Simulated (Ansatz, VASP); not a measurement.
## As in VASP and in Ansatz

```xyz
2
Lattice="2.9583 0.0000 0.0000 -1.4791 2.5619 0.0000 0.0000 0.0000 5.1189" Properties=species:S:1:pos:R:3 pbc="T T T"
As    0.0000    1.7080    1.2797
As    1.4791    0.8540    3.8392
```

Alike in both runs: functional PBE; k mesh 16 × 16 × 9; occupations fermi-dirac, width 0.1 eV; no spin polarisation.

Ansatz relaxed the structure, and its values are those at the end. VASP's run is a single point on that final structure, the one shown.

|  | VASP | Ansatz |
| --- | --- | --- |
| version | VASP 6.6.1 | Ansatz 0.2.0 |
| potentials or method | VASP PAW PBE potentials, release 64 (As) | PAW with Ansatz's default frozen-core files, scalar-relativistic |
| plane-wave cutoff (eV) | 520 | 420 |
| valence electrons in the cell | 10 | 30 |

```tsv
	VASP	Ansatz	Ansatz less VASP
pressure (GPa)	0.0	0.0	-0.05
```

With one functional, cell and mesh, what is left measures potentials, basis and numerics. VASP's potentials hold 10 valence electrons a cell and Ansatz's 30, so a difference there can come from the potentials and not from the codes.
